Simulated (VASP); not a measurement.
# MnO2 (P-3m1) in VASP: further runs

The runs below take MnO2 through single point, with PBE+U.

Program: VASP 6.6.1. These are calculated values, not measurements. Logs are shortened: lines on timing, memory, paths and dates and some standing lists are left out, and cuts for length are marked.

## Step 1: The cell of the first run

Symmetry: P-3m1, No. 164, trigonal system. The conventional cell has a = 2.923 Å, b = 2.923 Å, c = 5.186 Å, α = 90.00°, β = 90.00°, γ = 120.00°. Within 2.6 Å of Mn (site symmetry -3m) lie 6 O at 1.94 Å. Within 2.6 Å of O (site symmetry 3m) lie 3 Mn at 1.94 Å and 3 O at 2.54 Å.

## Step 2: Single point, PBE+U, collinear spin, ferrimagnetic start

Input file INCAR:

```
SYSTEM = MnO2
PREC = Accurate ; ENCUT = 520
EDIFF = 1E-6 ; ISMEAR = 0
SIGMA = 0.05 ; LREAL = .FALSE.
LASPH = .TRUE. ; NELM = 150
ALGO = Normal ; ISIF = 2
LWAVE = .FALSE. ; LCHARG = .FALSE.
ISPIN = 2 ; MAGMOM = 3.15 -0.16 -0.16
LORBIT = 11 ; LMAXMIX = 4
LDAU = .TRUE. ; LDAUTYPE = 2
LDAUL = 2 -1 ; LDAUU = 3.9 0
LDAUJ = 0 0 ; LDAUPRINT = 1
GGA = PE ; NBANDS = 24
```

Input file KPOINTS:

```
regular mesh
0
G
  10 10 6
  0 0 0
```

Input file POSCAR:

```
MnO2
1.0
    2.9227456725      0.0000000000      0.0000000000
   -1.4613728363      2.5311720012      0.0000000000
    0.0000000000      0.0000000000      5.1863865809
Mn O
1 2
Direct
    0.0000000000      0.0000000000      0.0000000000
    0.3333333333      0.6666666667      0.1833499332
    0.6666666667      0.3333333333      0.8166500668
```

Potentials or basis: VASP PAW PBE potentials, release 64 (Mn_pv, O).

Run with:

```console
$ cat potpaw_PBE.64/Mn_pv/POTCAR potpaw_PBE.64/O/POTCAR > POTCAR
$ mpirun -np 1 vasp_std > vasp.out
```

OUTCAR:

```text
SYSTEM = MnO2
   PREC = Accurate
   ENCUT = 520
   EDIFF = 1E-6
   ISMEAR = 0
   LREAL = .FALSE.
   LASPH = .TRUE.
   NELM = 150
   ISIF = 2
   ISPIN = 2
   LORBIT = 11
   GGA = PE

 ion  position               nearest neighbor table
   1  0.000  0.000  0.000-   2 1.94   3 1.94   3 1.94   2 1.94   3 1.94   2 1.94
   2  0.333  0.667  0.183-   1 1.94   1 1.94   1 1.94
   3  0.667  0.333  0.817-   1 1.94   1 1.94   1 1.94

  LATTYP: Found a hexagonal cell.
 ALAT       =     2.9227456725
 C/A-ratio  =     1.7744912360

  Lattice vectors:

 A1 = (   2.9227456725,   0.0000000000,   0.0000000000)
 A2 = (  -1.4613728363,   2.5311720012,   0.0000000000)
 A3 = (   0.0000000000,   0.0000000000,   5.1863865809)

Analysis of symmetry for initial positions (statically):
=====================================================================
 Subroutine PRICEL returns:
 Original cell was already a primitive cell.

 Routine SETGRP: Setting up the symmetry group for a
 hexagonal supercell.

 Subroutine GETGRP returns: Found 12 space group operations
 (whereof 12 operations were pure point group operations)
 out of a pool of 24 trial point group operations.

The static configuration has the point symmetry D_3d.

Analysis of symmetry for dynamics (positions and initial velocities):
=====================================================================
 Subroutine PRICEL returns:
 Original cell was already a primitive cell.

 Routine SETGRP: Setting up the symmetry group for a
 hexagonal supercell.

 Subroutine GETGRP returns: Found 12 space group operations
 (whereof 12 operations were pure point group operations)
 out of a pool of 24 trial point group operations.

The dynamic configuration has the point symmetry D_3d.

Analysis of structural, dynamic, and magnetic symmetry:
=====================================================================
 Subroutine PRICEL returns:
 Original cell was already a primitive cell.

 Routine SETGRP: Setting up the symmetry group for a
 hexagonal supercell.

 Subroutine GETGRP returns: Found 12 space group operations
 (whereof 12 operations were pure point group operations)
 out of a pool of 24 trial point group operations.

The overall configuration has the point symmetry D_3d.

 Subroutine INISYM returns: Found 12 space group operations
 (whereof 12 operations are pure point group operations),
 and found     1 'primitive' translations

----------------------------------------------------------------------------------------

                                     Primitive cell

  volume of cell :      38.3687

  direct lattice vectors                    reciprocal lattice vectors
     2.922745673  0.000000000  0.000000000     0.342144036  0.197536951  0.000000000
    -1.461372836  2.531172001  0.000000000     0.000000000  0.395073902  0.000000000
     0.000000000  0.000000000  5.186386581     0.000000000  0.000000000  0.192812469

  length of vectors
     2.922745673  2.922745673  5.186386581     0.395073902  0.395073902  0.192812469

  position of ions in fractional coordinates (direct lattice)
     0.000000000  0.000000000  0.000000000
     0.333333333  0.666666667  0.183349933
     0.666666667  0.333333333  0.816650067

  ion indices of the primitive-cell ions
   primitive index   ion index
                 1           1
                 2           2
                 3           3

----------------------------------------------------------------------------------------

 KPOINTS: regular mesh

[... 65 lines left out ...]
   ENCUT  =  520.0 eV  38.22 Ry    6.18 a.u.   5.43  5.43  9.64*2*pi/ulx,y,z
   NELM   =    150;   NELMIN=  2; NELMDL= -5     # of ELM steps
   EDIFF  = 0.1E-05   stopping-criterion for ELM
   LREAL  =      F    real-space projection
   EDIFFG = 0.1E-04   stopping-criterion for IOM
   NSW    =      0    number of steps for IOM
   IBRION =     -1    ionic relax: 0-MD 1-quasi-New 2-CG
   NFREE  =      0    steps in history (QN), initial steepest desc. (CG)
   ISIF   =      2    stress and relaxation
   ISYM   =      2    0-nonsym 1-usesym 2-fastsym
   POTIM  = 0.5000    time-step for ionic-motion
   TEBEG  =    0.0;   TEEND  =   0.0 temperature during run
   PSTRESS=    0.0 pullay stress
   NELECT =      25.0000    total number of electrons
   NUPDOWN=      -1.0000    fix difference up-down
   EMIN   =  10.00;   EMAX   =-10.00  energy-range for DOS
   EFERMI =   0.00;   METHOD = LEGACY
   ISMEAR =     0;   SIGMA  =   0.05  broadening in eV -4-tet -1-fermi 0-gaus
   EFERMI_NEDOS =   21; number of points for ismear=-14 and -15
   IALGO  =     38    algorithm
   IMIX   =      4    mixing-type and parameters
     AMIX     =   0.40;   BMIX     =  1.00
     AMIX_MAG =   1.60;   BMIX_MAG =  1.00
  volume/ion in A,a.u.               =      12.79        86.31
  Fermi-wavevector in a.u.,A,eV,Ry     =   1.419261  2.682015 27.406245  2.014302
  Thomas-Fermi vector in A             =   2.540300
   LORBIT       =     11    0 simple, 1 ext, 2 COOP (PROOUT), +10 PAW based schemes
 LDA+U is selected, type is set to LDAUTYPE =  2
   angular momentum for each species LDAUL =     2   -1
   U (eV)           for each species LDAUU =   3.9  0.0
   J (eV)           for each species LDAUJ =   0.0  0.0
   GGA     = PE    functional components
   LHFCALC =     F    Hartree Fock is set to
   AEXX    =    0.0000 exact exchange contribution
   IVDW    =     0    specifies the selected vdW correction
   LEPSILON=     F    determine dielectric tensor
   LRPA    =     F    only Hartree local field effects (RPA)
 spin polarized calculation
 Gauss-broadening in eV      SIGMA  =   0.05
  energy-cutoff  :      520.00
  volume of cell :       38.37
 maximum number of plane-waves:      1063
 NGX is ok and might be reduce to    24
   NGX = 11   NGY = 11   NGZ = 19

atom =   1  type =  1  l = 2

 onsite density matrix

spin component  1

  0.7897  0.0000  0.0000  0.1986  0.0000
  0.0000  0.7344  0.0000 -0.0000  0.1986
  0.0000  0.0000  0.9608  0.0000  0.0000
  0.1986 -0.0000  0.0000  0.7344 -0.0000
  0.0000  0.1986  0.0000 -0.0000  0.7897

spin component  2

  0.1838 -0.0000  0.0000 -0.1165  0.0000
 -0.0000  0.1990 -0.0000 -0.0000 -0.1165
  0.0000 -0.0000  0.0731 -0.0000  0.0000
 -0.1165 -0.0000 -0.0000  0.1990  0.0000
  0.0000 -0.1165  0.0000  0.0000  0.1838

 occupancies and eigenvectors

  o =  0.0731  v =  0.0000  0.0000  0.0000  0.0000  0.0000 -0.0000 -0.0000  1.0000 -0.0000 -0.0000      0.0000  0.0000  0.0000  0.0000  0.0000  0.0000  0.0000  0.0000  0.0000  0.0000
  o =  0.0746  v =  0.0000  0.0000  0.0000  0.0000  0.0000 -0.5812 -0.4135 -0.0000 -0.5444 -0.4414      0.0000  0.0000  0.0000  0.0000  0.0000  0.0000  0.0000  0.0000  0.0000  0.0000
  o =  0.0746  v =  0.0000  0.0000  0.0000  0.0000  0.0000  0.4414 -0.5444  0.0000  0.4135 -0.5812      0.0000  0.0000  0.0000  0.0000  0.0000  0.0000  0.0000  0.0000  0.0000  0.0000
  o =  0.3082  v =  0.0000  0.0000  0.0000  0.0000  0.0000 -0.5446  0.4412 -0.0000  0.5814 -0.4133      0.0000  0.0000  0.0000  0.0000  0.0000  0.0000  0.0000  0.0000  0.0000  0.0000
  o =  0.3082  v =  0.0000  0.0000  0.0000  0.0000  0.0000  0.4133  0.5814  0.0000 -0.4412 -0.5446      0.0000  0.0000  0.0000  0.0000  0.0000  0.0000  0.0000  0.0000  0.0000  0.0000
  o =  0.5615  v = -0.5230  0.4560  0.0000  0.6008 -0.3969  0.0000  0.0000  0.0000  0.0000  0.0000      0.0000  0.0000  0.0000  0.0000  0.0000  0.0000  0.0000  0.0000  0.0000  0.0000
  o =  0.5615  v =  0.3969  0.6008 -0.0000 -0.4560 -0.5230  0.0000  0.0000  0.0000  0.0000  0.0000      0.0000  0.0000  0.0000  0.0000  0.0000  0.0000  0.0000  0.0000  0.0000  0.0000
  o =  0.9608  v =  0.0000  0.0000 -1.0000  0.0000  0.0000  0.0000  0.0000  0.0000  0.0000  0.0000      0.0000  0.0000  0.0000  0.0000  0.0000  0.0000  0.0000  0.0000  0.0000  0.0000
  o =  0.9626  v =  0.6008  0.3969  0.0000  0.5231  0.4559  0.0000  0.0000  0.0000  0.0000  0.0000      0.0000  0.0000  0.0000  0.0000  0.0000  0.0000  0.0000  0.0000  0.0000  0.0000
  o =  0.9626  v = -0.4559  0.5231 -0.0000 -0.3969  0.6008  0.0000  0.0000  0.0000  0.0000  0.0000      0.0000  0.0000  0.0000  0.0000  0.0000  0.0000  0.0000  0.0000  0.0000  0.0000

 number of electron      24.9999995 magnetization       3.0000559

 Free energy of the ion-electron system (eV)
  ---------------------------------------------------
  ext. energy  EPLUGINS =         0.00000000
  ---------------------------------------------------
  free energy    TOTEN  =       -21.25774963 eV

  energy without entropy =      -21.25774963  energy(sigma->0) =      -21.25774963

 E-fermi :   1.3391     XC(G=0):  -9.7184

 val. band max:        0.9728342221   @ k =   0.2000   0.1000   0.0000
 cond. band min:       2.7415200176   @ k =   0.0000   0.3000   0.3333
 fundamental gap:      1.7686857955
 Fermi energy:         1.3391120467

 spin component 1

 k-point     1 :       0.0000    0.0000    0.0000
  band No.  band energies     occupation
      1     -49.0850      1.00000
      2     -49.0850      1.00000
      3     -49.0848      1.00000
      4     -17.4082      1.00000
      5     -15.2767      1.00000
      6      -4.9475      1.00000
[... 1289 lines left out ...]
     23      22.3199      0.00000
     24      23.7829      0.00000

 [... further k-points ...]
[... 5 lines left out ...]
  --------------------------------------------------------------------------------------
  -------------------------------------------------------------------------------------
  Total        0.0348883      0.0348883      0.1784356     -0.0000000     -0.0000000     -0.0000000
  in kB        1.4568452      1.4568452      7.4509980     -0.0000000     -0.0000000     -0.0000000
  external PRESSURE =       3.4548962 kB  Pullay stress =       0.0000000 kB

 VOLUME and BASIS-vectors are now :
 -----------------------------------------------------------------------------
  energy-cutoff  :      520.00
  volume of cell :       38.37
      direct lattice vectors                 reciprocal lattice vectors
     2.922745673  0.000000000  0.000000000     0.342144036  0.197536951  0.000000000
    -1.461372836  2.531172001  0.000000000     0.000000000  0.395073902  0.000000000
     0.000000000  0.000000000  5.186386581     0.000000000  0.000000000  0.192812469

 POSITION                                       TOTAL-FORCE (eV/Angst)
 -----------------------------------------------------------------------------------
      0.00000      0.00000      0.00000        -0.000000      0.000000      0.000000
     -0.00000      1.68745      0.95092        -0.000000      0.000000      0.080472
      1.46137      0.84372      4.23546         0.000000     -0.000000     -0.080472
 -----------------------------------------------------------------------------------
    total drift:                               -0.000000     -0.000000     -0.000000

  FREE ENERGIE OF THE ION-ELECTRON SYSTEM (eV)
  ---------------------------------------------------
  free  energy   TOTEN  =       -21.2577496326 eV

  energy  without entropy=      -21.2577496326  energy(sigma->0) =      -21.25774963

 total charge

# of ion       s       p       d       tot
------------------------------------------
    1        0.341   6.433   4.818  11.592
    2        1.582   3.402   0.000   4.984
    3        1.582   3.402   0.000   4.984
--------------------------------------------------
tot          3.505  13.237   4.818  21.559

 magnetization (x)

# of ion       s       p       d       tot
------------------------------------------
    1        0.032   0.042   3.167   3.241
    2        0.002  -0.130   0.000  -0.128
    3        0.002  -0.130   0.000  -0.128
--------------------------------------------------
tot          0.036  -0.219   3.167   2.984
```

Run time: 3.7 min. Hardware: 1 thread of AMD EPYC 9R45, shared host; peak memory 0.21 GiB.

Results:

```
Free energy                                           : -21.2577 eV
Pressure                                              : 0.3 GPa
Largest force                                         : 0.080 eV/Å
Band gap on the k mesh                                : 1.77 eV, indirect (least direct gap 1.94 eV)
Net moment                                            : 3.00 μB per cell
Site moments                                          : Mn +3.24; O -0.13 μB
Valence electrons inside the program's atomic spheres : Mn 11.59; O 4.98
```

Forces in eV/Å, atoms in the order of the input:
```
Mn   0.000  0.000  0.000
O    0.000  0.000  0.080
O    0.000  0.000 -0.080
```

Levels at points of the mesh, in eV from the valence-band top:
Spin up:
```
           k point  band 12  band 13  band 14  band 15  band 16  band 17
(0.00, 0.00, 0.00)    -0.48    -0.48    -0.43     3.11     3.11     7.18
(0.50, 0.00, 0.00)    -1.97    -1.44    -1.15     2.28     2.97    11.98
(0.00, 0.00, 0.50)    -0.49    -0.49    -0.48     3.13     3.13     9.05
(0.50, 0.00, 0.50)    -1.95    -1.53    -0.90     2.28     2.94    11.48
```
Spin down:
| k point | band 8 | band 9 | band 10 | band 11 | band 12 | band 13 | band 14 | band 15 |
| --- | --- | --- | --- | --- | --- | --- | --- | --- |
| (0.00, 0.00, 0.00) | -3.82 | -0.71 | -0.71 | -0.61 | 3.03 | 3.03 | 4.34 | 5.16 |
| (0.50, 0.00, 0.00) | -3.04 | -2.10 | -1.95 | -1.27 | 3.10 | 3.64 | 3.90 | 4.63 |
| (0.00, 0.00, 0.50) | -3.55 | -1.24 | -0.72 | -0.72 | 3.03 | 3.03 | 4.36 | 5.17 |
| (0.50, 0.00, 0.50) | -3.05 | -2.08 | -1.91 | -1.03 | 3.12 | 3.64 | 3.90 | 4.60 |

Eigenvalues of the final occupation matrices:
| site | spin | trace | eigenvalues |
| --- | --- | --- | --- |
| site 1 d | 1 | 4.01 | 0.56 0.56 0.96 0.96 0.96 |
| site 1 d | 2 | 0.84 | 0.07 0.07 0.07 0.31 0.31 |

Caveat: a cell with one magnetic atom can't hold antiferromagnetic order, which such compounds often take. A k mesh can miss the band edges.

## Step 3: Single point, PBE+U, collinear spin, ferrimagnetic start

This run uses another cell than the first one, of 12.76 Å³/atom, 0.997 times its volume.

Input file INCAR:

```
SYSTEM = MnO2
ALGO = Normal
EDIFF = 1E-6
ENCUT = 520
GGA = PE
ISIF = 2
ISMEAR = 0
ISPIN = 2
LASPH = .TRUE.
LCHARG = .TRUE.
LDAU = .TRUE.
LDAUJ = 0 0
LDAUL = 2 -1
LDAUPRINT = 1
LDAUTYPE = 2
LDAUU = 3.9 0
LELF = .TRUE.
LMAXMIX = 4
LORBIT = 11
LREAL = .FALSE.
LVHAR = .TRUE.
LWAVE = .FALSE.
MAGMOM = 3.15 -0.15 -0.15
NBANDS = 24
NELM = 150
PREC = Accurate
SIGMA = 0.05
```

Input file KPOINTS:

```
k-points
0
G
  10 10 6
  0 0 0
```

Input file POSCAR:

```
MnO2
1.0
    2.9195380142      0.0000000000      0.0000000000
   -1.4597690071      2.5283940876      0.0000000000
    0.0000000000      0.0000000000      5.1837848447
Mn O
1 2
Direct
    0.0000000000      0.0000000000      0.0000000000
    0.3333333333      0.6666666667      0.1836102136
    0.6666666667      0.3333333333      0.8163897864
```

Potentials or basis: VASP PAW PBE potentials, release 64 (Mn_pv, O).

Run with:

```console
$ cat potpaw_PBE.64/Mn_pv/POTCAR potpaw_PBE.64/O/POTCAR > POTCAR
$ mpirun -np 1 vasp_std > vasp.out
```

OUTCAR:

```text
SYSTEM = MnO2
   EDIFF = 1E-6
   ENCUT = 520
   GGA = PE
   ISIF = 2
   ISMEAR = 0
   ISPIN = 2
   LASPH = .TRUE.
   LORBIT = 11
   LREAL = .FALSE.
   NELM = 150
   PREC = Accurate

 ion  position               nearest neighbor table
   1  0.000  0.000  0.000-   2 1.94   3 1.94   2 1.94   3 1.94   3 1.94   2 1.94
   2  0.333  0.667  0.184-   1 1.94   1 1.94   1 1.94
   3  0.667  0.333  0.816-   1 1.94   1 1.94   1 1.94

  LATTYP: Found a hexagonal cell.
 ALAT       =     2.9195380142
 C/A-ratio  =     1.7755496998

  Lattice vectors:

[... 1555 lines left out ...]
  energy-cutoff  :      520.00
  volume of cell :       38.27
      direct lattice vectors                 reciprocal lattice vectors
     2.919538014  0.000000000  0.000000000     0.342519945  0.197753982  0.000000000
    -1.459769007  2.528394088  0.000000000     0.000000000  0.395507965  0.000000000
     0.000000000  0.000000000  5.183784845     0.000000000  0.000000000  0.192909241

 POSITION                                       TOTAL-FORCE (eV/Angst)
 -----------------------------------------------------------------------------------
      0.00000      0.00000      0.00000         0.000000      0.000000      0.000000
     -0.00000      1.68560      0.95180         0.000000     -0.000000      0.087738
      1.45977      0.84280      4.23199        -0.000000      0.000000     -0.087738
 -----------------------------------------------------------------------------------
    total drift:                               -0.000000      0.000000      0.000000

  FREE ENERGIE OF THE ION-ELECTRON SYSTEM (eV)
  ---------------------------------------------------
  free  energy   TOTEN  =       -21.2575939561 eV

  energy  without entropy=      -21.2575939561  energy(sigma->0) =      -21.25759396

 total charge

# of ion       s       p       d       tot
------------------------------------------
    1        0.342   6.434   4.820  11.596
    2        1.582   3.403   0.000   4.985
    3        1.582   3.403   0.000   4.985
--------------------------------------------------
tot          3.505  13.240   4.820  21.565

 magnetization (x)

# of ion       s       p       d       tot
------------------------------------------
    1        0.032   0.042   3.163   3.237
    2        0.002  -0.128   0.000  -0.126
    3        0.002  -0.128   0.000  -0.126
--------------------------------------------------
tot          0.036  -0.215   3.163   2.984
```

It took 3.6 min on 1 thread of AMD EPYC 9R45, shared host; peak memory 0.21 GiB.

Results:

```
Free energy                                           : -21.2576 eV
Pressure                                              : 0.6 GPa
Largest force                                         : 0.088 eV/Å
Band gap on the k mesh                                : 1.78 eV, indirect (least direct gap 1.96 eV)
Net moment                                            : 3.00 μB per cell
Site moments                                          : Mn +3.24; O -0.13 μB
Valence electrons inside the program's atomic spheres : Mn 11.60; O 4.99
```

Forces in eV/Å, atoms in the order of the input:
```
Mn   0.000  0.000  0.000
O    0.000  0.000  0.088
O    0.000  0.000 -0.088
```

Eigenvalues of the final occupation matrices:
```csv
site,spin,trace,eigenvalues
site 1 d,1,4.01,0.56 0.56 0.96 0.96 0.96
site 1 d,2,0.84,0.07 0.08 0.08 0.31 0.31
```

Caveat: a cell with one magnetic atom can't hold antiferromagnetic order, which such compounds often take. The state reached can hang on the start; a lower one may exist.

(Continued in part 2 of 2.)
